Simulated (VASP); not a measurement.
# Al16SbO23 (a cell with a defect) in VASP: single point with PBE

Aim: the single point of Al16SbO23 (a cell with a defect) with PBE.

Everything below comes from runs of VASP 6.6.1. Logs are shortened: lines on timing, memory, paths and dates and some standing lists are left out, and cuts for length are marked.

### 1 The cell of the first run

The cell holds a defect, 40 atoms: a = 6.953 Å, b = 8.667 Å, c = 8.588 Å, α = 47.52°, β = 66.83°, γ = 65.64°.

### 2 Single point, PBE

The input, INCAR:

```
PREC = Accurate
ENCUT = 520
EDIFF = 1E-7
ISMEAR = -1
SIGMA = 0.01
LREAL = Auto
LASPH = T
NELM = 100
ALGO = Normal
ISIF = 2
LWAVE = F
LCHARG = T
GGA = PE
LELF = T
LVHAR = T
NBANDS = 122
NELECT = 192.0
```

The input, KPOINTS:

```
Automatic mesh
0
Gamma
  3 3 3
```

The input, POSCAR:

```
Al16SbO23
1.0
    0.0000000000      4.8469330000      4.9854040000
    7.0899410000      0.0000000000      4.9854040000
    7.0899410000      4.8469330000      0.0000000000
Al Sb O
16 1 23
Direct
    0.9645807087      0.0668229553      0.2971174842
    0.4634006229      0.5857938263      0.7861883445
    0.0763202545      0.4145955797      0.1770188176
    0.5709282596      0.9216929611      0.6891540087
    0.3380414081      0.1817513865      0.9247843948
    0.8196298186      0.7166748471      0.4152054512
    0.1432122043      0.8239997260      0.0879802664
    0.6577698195      0.2997237195      0.6252992793
    0.4356962508      0.5320001092      0.1249860548
    0.0684336138      0.9178549535      0.6860758690
    0.4522718541      0.0902244687      0.3058823143
    0.9491971739      0.5840747365      0.8026371121
    0.1678637313      0.3038345996      0.5893049931
    0.6825407975      0.7772472222      0.0933371460
    0.3430120879      0.6972675853      0.4161904892
    0.8415310959      0.1844030602      0.9194216121
    0.7182922940      0.3418226124      0.3171323503
    0.2812407286      0.7929257991      0.8701279608
    0.0957476662      0.3210232686      0.0095520621
    0.5782522514      0.8249276185      0.5314294846
    0.1283908649      0.5189455860      0.2984953390
    0.5793695974      0.0182996771      0.8337065261
    0.5741389875      0.3203083766      0.8356875590
    0.0675056139      0.8168006567      0.3330099294
    0.7395790035      0.1293226913      0.1734091509
    0.2375578661      0.6824492108      0.6623765504
    0.3788119250      0.1400323346      0.5190445921
    0.9440351372      0.6917028544      0.9460605540
    0.4245677028      0.9758980541      0.1897330958
    0.9217928470      0.4760219142      0.6738393945
    0.9394767937      0.1631430553      0.6877967040
    0.4065530080      0.7243968772      0.1610454642
    0.1428955831      0.1026782661      0.9054331907
    0.6398964456      0.6050760333      0.4257055232
    0.3621966216      0.3880101435      0.0855529335
    0.8661188285      0.8824841988      0.6009219529
    0.8577659472      0.8761814607      0.1061315485
    0.3387023978      0.4009119165      0.6149050772
    0.1549936599      0.0979242557      0.3942267575
    0.6476885279      0.6107514016      0.8840926617
```

Potentials or basis: VASP PAW PBE potentials, release 64 (Al, Sb, O).

Launch:

```bash
$ cat potpaw_PBE.64/Al/POTCAR potpaw_PBE.64/Sb/POTCAR potpaw_PBE.64/O/POTCAR > POTCAR
$ mpirun -np 1 vasp_std > vasp.out
```

OUTCAR:

```text
PREC = Accurate
   ENCUT = 520
   EDIFF = 1E-7
   ISMEAR = -1
   LREAL = Auto
   LASPH = T
   NELM = 100
   ISIF = 2
   GGA = PE
   NELECT = 192.0

 ion  position               nearest neighbor table
   1  0.965  0.067  0.297-  24 1.82  36 1.92  25 1.92  39 2.00  19 2.08  17 2.37   3 2.80  10 2.94
                             6 2.97  15 3.00   5 3.04  16 3.05   4 3.21   7 3.22
   2  0.463  0.586  0.786-  26 1.82  23 1.88  20 1.89  35 1.91  40 1.93  18 2.12   9 2.55   4 2.79
                            10 2.93   6 2.97  15 3.00  16 3.13   3 3.19   8 3.21   5 3.24
   3  0.076  0.415  0.177-  35 1.81  28 1.93  21 1.97  39 1.99  19 2.02  17 2.44   1 2.80  11 2.82
                            12 2.84   9 2.84  14 3.05   2 3.19  13 3.25   7 3.29
   4  0.571  0.922  0.689-  27 1.79  36 1.86  22 1.94  40 1.94  20 2.00  18 2.18   2 2.79  12 2.87
                            11 2.88   9 3.01  17 3.05  14 3.11  13 3.16   1 3.21   8 3.22
   5  0.338  0.182  0.925-  19 1.84  29 1.85  33 1.85  38 1.96  22 1.98  23 2.03   8 2.54  13 2.89
                            14 3.01   1 3.04   7 3.08  11 3.16  12 3.18   2 3.24
   6  0.820  0.717  0.415-  34 1.82  20 1.83  30 1.88  24 1.92  37 1.95  21 2.48  25 2.58   7 2.65
                            14 2.92   2 2.97   1 2.97  11 2.97  13 3.06  12 3.09   8 3.25  16 3.36
   7  0.143  0.824  0.088-  33 1.78  37 1.81  32 1.83  18 1.88  24 1.92  21 1.97   9 2.41   6 2.65
                            16 2.67  15 2.95   5 3.08  10 3.18   1 3.22   3 3.29
   8  0.658  0.300  0.625-  23 1.78  31 1.89  34 1.93  22 1.97  38 2.04  17 2.29   5 2.54  16 2.66
                            15 2.90   2 3.21   4 3.22  10 3.23   6 3.25
   9  0.436  0.532  0.125-  35 1.78  32 1.81  40 1.86  18 2.05  21 2.07  17 2.35   7 2.41   2 2.55
                             3 2.84  11 2.97   4 3.01  14 3.07  13 3.13
  10  0.068  0.918  0.686-  39 1.84  28 1.88  31 1.95  26 2.00  18 2.02  36 2.02  12 2.73   2 2.93
                             1 2.94  11 3.14  13 3.17   7 3.18   8 3.23  14 3.24  17 3.53
  11  0.452  0.090  0.306-  20 1.86  39 1.89  35 1.91  25 1.91  29 1.91  27 1.99   3 2.82   4 2.88
                             9 2.97   6 2.97  10 3.14   5 3.16  16 3.18  15 3.21  17 3.46
  12  0.949  0.584  0.803-  19 1.85  36 1.88  40 1.90  30 1.96  28 1.97  26 2.08  10 2.73   3 2.84
                             4 2.87   6 3.09   5 3.18  15 3.18  16 3.23  17 3.34
  13  0.168  0.304  0.589-  27 1.81  38 1.86  21 1.90  31 1.97  33 1.98  30 2.02  16 2.68   5 2.89
                             6 3.06   9 3.13   4 3.16  10 3.17  15 3.24   3 3.25
  14  0.683  0.777  0.093-  37 1.82  22 1.89  32 1.93  28 1.95  34 2.10  29 2.25  15 2.71  17 2.79
                             6 2.92   5 3.01   3 3.05   9 3.07   4 3.11  10 3.24  16 3.27
  15  0.343  0.697  0.416-  26 1.88  34 1.89  38 1.90  32 1.92  24 1.92  29 1.96  14 2.71   8 2.90
                             7 2.95   1 3.00   2 3.00  12 3.18  11 3.21  13 3.24  17 3.49
  16  0.842  0.184  0.919-  25 1.77  23 1.86  33 1.90  31 1.94  37 1.96  30 2.05   8 2.66   7 2.67
                            13 2.68   1 3.05   2 3.13  11 3.18  12 3.23  14 3.27   6 3.36
  17  0.718  0.342  0.317-   8 2.29   9 2.35   1 2.37   3 2.44  25 2.76  27 2.78  14 2.79  34 2.80
                            32 2.80   4 3.05  12 3.34  11 3.46  15 3.49  10 3.53
  18  0.281  0.793  0.870-   7 1.88  10 2.02   9 2.05   2 2.12   4 2.18
[... 8 lines left out ...]
  27  0.379  0.140  0.519-   4 1.79  13 1.81  11 1.99  17 2.78
  28  0.944  0.692  0.946-  10 1.88   3 1.93  14 1.95  12 1.97
  29  0.425  0.976  0.190-   5 1.85  11 1.91  15 1.96  14 2.25
  30  0.922  0.476  0.674-   6 1.88  12 1.96  13 2.02  16 2.05
  31  0.939  0.163  0.688-   8 1.89  16 1.94  10 1.95  13 1.97
  32  0.407  0.724  0.161-   9 1.81   7 1.83  15 1.92  14 1.93  17 2.80
  33  0.143  0.103  0.905-   7 1.78   5 1.85  16 1.90  13 1.98
  34  0.640  0.605  0.426-   6 1.82  15 1.89   8 1.93  14 2.10  17 2.80
  35  0.362  0.388  0.086-   9 1.78   3 1.81  11 1.91   2 1.91
  36  0.866  0.882  0.601-   4 1.86  12 1.88   1 1.92  10 2.02
  37  0.858  0.876  0.106-   7 1.81  14 1.82   6 1.95  16 1.96
  38  0.339  0.401  0.615-  13 1.86  15 1.90   5 1.96   8 2.04
  39  0.155  0.098  0.394-  10 1.84  11 1.89   3 1.99   1 2.00
  40  0.648  0.611  0.884-   9 1.86  12 1.90   2 1.93   4 1.94

  LATTYP: Found a face centered orthorhombic cell.
 ALAT       =     9.6938660000
 B/A-ratio  =     1.0285687877
 C/A-ratio  =     1.4627685177

  Lattice vectors:

 A1 = (  -7.0899410000,   0.0000000000,  -4.9854040000)
 A2 = (  -7.0899410000,   4.8469330000,   0.0000000000)
 A3 = (   0.0000000000,   4.8469330000,  -4.9854040000)

Analysis of symmetry for initial positions (statically):
=====================================================================
 Subroutine PRICEL returns:
 Original cell was already a primitive cell.

 Routine SETGRP: Setting up the symmetry group for a
 face centered orthorhombic supercell.

 Subroutine GETGRP returns: Found  1 space group operations
 (whereof  1 operations were pure point group operations)
 out of a pool of  8 trial point group operations.

The static configuration has the point symmetry C_1 .

Analysis of symmetry for dynamics (positions and initial velocities):
[... 143 lines left out ...]
            Coordinates               Weight
  0.000000  0.000000  0.000000      1.000000
  0.333333  0.000000  0.000000      2.000000
 -0.000000 -0.000000  0.333333      2.000000
  0.000000  0.333333 -0.000000      2.000000
 -0.333333 -0.333333 -0.333333      2.000000
  0.333333  0.333333  0.000000      2.000000
 -0.333333  0.333333  0.000000      2.000000
 -0.333333 -0.333333  0.333333      2.000000
  0.333333  0.000000  0.333333      2.000000
 -0.333333 -0.000000  0.333333      2.000000
 -0.333333  0.333333 -0.333333      2.000000
  0.000000  0.333333  0.333333      2.000000
 -0.333333  0.333333  0.333333      2.000000
 -0.000000 -0.333333  0.333333      2.000000
   k-points           NKPTS =     14   k-points in BZ     NKDIM =     14   number of bands    NBANDS=    122
   number of dos      NEDOS =    301   number of ions     NIONS =     40
   total plane-waves  NPLWV = 221184
   dimension x,y,z NGX =    54 NGY =   64 NGZ =   64
   dimension x,y,z NGXF=   108 NGYF=  128 NGZF=  128
   ions per type =              16   1  23
   NGX,Y,Z   is equivalent  to a cutoff of  12.91, 12.28, 12.39 a.u.
   NGXF,Y,Z  is equivalent  to a cutoff of  25.82, 24.55, 24.78 a.u.
 SYSTEM =  unknown system
   PREC   = accura    normal or accurate (medium, high low for compatibility)
   ISTART =      0    job   : 0-new  1-cont  2-samecut
   ICHARG =      2    charge: 1-file 2-atom 10-const
   ISPIN  =      1    spin polarized calculation?
   LNONCOLLINEAR =      F non collinear calculations
   LSORBIT =      F    spin-orbit coupling
   LASPH  =      T    aspherical Exc in radial PAW
   ENCUT  =  520.0 eV  38.22 Ry    6.18 a.u.  12.93 16.12 15.97*2*pi/ulx,y,z
   NELM   =    100;   NELMIN=  2; NELMDL= -5     # of ELM steps
   EDIFF  = 0.1E-06   stopping-criterion for ELM
   LREAL  =      T    real-space projection
   EDIFFG = 0.1E-05   stopping-criterion for IOM
   NSW    =      0    number of steps for IOM
   IBRION =     -1    ionic relax: 0-MD 1-quasi-New 2-CG
   NFREE  =      0    steps in history (QN), initial steepest desc. (CG)
   ISIF   =      2    stress and relaxation
   ISYM   =      2    0-nonsym 1-usesym 2-fastsym
   POTIM  = 0.5000    time-step for ionic-motion
   TEBEG  =    0.0;   TEEND  =   0.0 temperature during run
   PSTRESS=    0.0 pullay stress
   NELECT =     192.0000    total number of electrons
   NUPDOWN=      -1.0000    fix difference up-down
   EMIN   =  10.00;   EMAX   =-10.00  energy-range for DOS
   EFERMI =   0.00;   METHOD = LEGACY
   ISMEAR =    -1;   SIGMA  =   0.01  broadening in eV -4-tet -1-fermi 0-gaus
   EFERMI_NEDOS =   21; number of points for ismear=-14 and -15
   IALGO  =     38    algorithm
   IMIX   =      4    mixing-type and parameters
     AMIX     =   0.40;   BMIX     =  1.00
     AMIX_MAG =   1.60;   BMIX_MAG =  1.00
  volume/ion in A,a.u.               =       8.57        57.81
  Fermi-wavevector in a.u.,A,eV,Ry     =   1.349673  2.550512 24.784609  1.821617
  Thomas-Fermi vector in A             =   2.477241
   LORBIT       =      0    0 simple, 1 ext, 2 COOP (PROOUT), +10 PAW based schemes
   GGA     = PE    functional components
   LHFCALC =     F    Hartree Fock is set to
   AEXX    =    0.0000 exact exchange contribution
   IVDW    =     0    specifies the selected vdW correction
   LEPSILON=     F    determine dielectric tensor
   LRPA    =     F    only Hartree local field effects (RPA)
 non-spin polarized calculation
  energy-cutoff  :      520.00
  volume of cell :      342.64
 maximum number of plane-waves:      9246
 NGX is ok and might be reduce to    54
   NGX = 25   NGY = 33   NGZ = 31

 number of electron     192.0000003 magnetization

 Free energy of the ion-electron system (eV)
  ---------------------------------------------------
  ext. energy  EPLUGINS =         0.00000000
  ---------------------------------------------------
  free energy    TOTEN  =      -268.61530658 eV

  energy without entropy =     -268.61530658  energy(sigma->0) =     -268.61530658

 E-fermi :  10.3840     XC(G=0): -11.9251

 val. band max:       10.1536144141   @ k =   0.3333   0.0000   0.0000
 cond. band min:      12.7183222394   @ k =   0.0000   0.0000   0.0000
 fundamental gap:      2.5647078253
 Fermi energy:        10.3839528498

 k-point     1 :       0.0000    0.0000    0.0000
  band No.  band energies     occupation
      1     -12.6436      2.00000
      2     -11.6165      2.00000
      3     -11.4010      2.00000
      4     -11.1989      2.00000
      5     -11.0280      2.00000
      6     -10.9341      2.00000
[... 1543 lines left out ...]
    107      16.3228      0.00000
    108      16.4032      0.00000
 [bands above 108 left out]

------------------------ aborting loop because EDIFF is reached ----------------------------------------

  FORCE on cell =-STRESS in cart. coord.  units (eV):
  Direction    XX          YY          ZZ          XY          YZ          ZX
  --------------------------------------------------------------------------------------
  -------------------------------------------------------------------------------------
  Total       74.2785251     53.0378493     49.0888002     -2.1276470     -1.3463218     -4.7519498
  in kB      347.3232556    248.0027500    229.5371628     -9.9487878     -6.2953440    -22.2199172
  external PRESSURE =     274.9543895 kB  Pullay stress =       0.0000000 kB

 VOLUME and BASIS-vectors are now :
 -----------------------------------------------------------------------------
  energy-cutoff  :      520.00
  volume of cell :      342.64
      direct lattice vectors                 reciprocal lattice vectors
     0.000000000  4.846933000  4.985404000    -0.070522449  0.103158018  0.100292775
     7.089941000  0.000000000  4.985404000     0.070522449 -0.103158018  0.100292775
     7.089941000  4.846933000  0.000000000     0.070522449  0.103158018 -0.100292775

 POSITION                                       TOTAL-FORCE (eV/Angst)
 -----------------------------------------------------------------------------------
      2.58032      6.11537      5.14196        -0.059704      0.037989      0.001779
      9.72727      6.05667      5.23066        -0.007528      0.016389     -0.016479
      4.19451      1.22792      2.44741        -0.005350      0.031161      0.058377
     11.42081      6.10753      7.44132         0.005882      0.011586     -0.001208
      7.84527      6.12083      2.59138        -0.002854      0.001564      0.012381
      8.02496      5.98516      7.65910         0.003383      0.008506      0.022032
[... 32 lines left out ...]
      3.48932      2.66203      1.26090         0.003967     -0.009324     -0.008347
     10.59836      7.42444      6.27383        -0.005372      0.009226      0.012852
 -----------------------------------------------------------------------------------
    total drift:                                0.001487     -0.002719      0.015635

  FREE ENERGIE OF THE ION-ELECTRON SYSTEM (eV)
  ---------------------------------------------------
  free  energy   TOTEN  =      -268.6153065822 eV

  energy  without entropy=     -268.6153065822  energy(sigma->0) =     -268.61530658
```

Run time: 15 min. Hardware: 1 thread of AMD EPYC 9R45 (Zen 5), shared host; peak memory 0.68 GiB.

Results:

* Free energy: -268.6153 eV
* Largest force: 0.072 eV/Å

Forces in eV/Å, atoms in the order of the input:
```
Al  -0.060  0.038  0.002
Al  -0.008  0.016 -0.016
Al  -0.005  0.031  0.058
Al   0.006  0.012 -0.001
Al  -0.003  0.002  0.012
Al   0.003  0.009  0.022
Al  -0.005 -0.004 -0.014
Al   0.055  0.043 -0.020
Al  -0.006 -0.048 -0.018
Al   0.009  0.000  0.007
Al   0.003 -0.007  0.009
Al  -0.014 -0.005  0.000
Al   0.003 -0.004 -0.002
Al   0.007 -0.005  0.007
Al   0.007 -0.006 -0.003
Al  -0.008 -0.011  0.013
Sb  -0.008 -0.055 -0.037
O    0.001 -0.004  0.001
O    0.011 -0.003 -0.011
O   -0.001  0.000 -0.003
O    0.006  0.002  0.002
O   -0.001 -0.001 -0.008
O    0.008 -0.004  0.003
O   -0.013  0.001  0.002
O    0.033  0.006 -0.006
O   -0.002 -0.011 -0.004
O   -0.007 -0.006  0.010
O   -0.004  0.002 -0.006
O    0.001  0.003 -0.007
O   -0.004  0.010 -0.003
O   -0.008  0.010  0.001
O    0.015  0.022  0.008
O    0.002 -0.007  0.013
O   -0.015 -0.008 -0.015
O   -0.007 -0.002 -0.007
O    0.009 -0.007  0.008
O    0.003 -0.003 -0.003
O   -0.001 -0.006  0.004
O    0.004 -0.009 -0.008
O   -0.005  0.009  0.013
```

Levels at points of the mesh, in eV from the Fermi level:
| k point | band 92 | band 93 | band 94 | band 95 | band 96 | band 97 | band 98 | band 99 | band 100 | band 101 |
| --- | --- | --- | --- | --- | --- | --- | --- | --- | --- | --- |
| (0.00, 0.00, 0.00) | -3.30 | -3.20 | -1.04 | -0.69 | -0.26 | 2.33 | 3.57 | 4.22 | 4.80 | 4.84 |

Caveat: the cell carries a net charge on a neutralising background, which shifts energy and pressure; the cell is charged against a uniform background, so pressure and absolute levels hang on convention; spin-orbit coupling is left out, which moves the levels of the heavy elements.
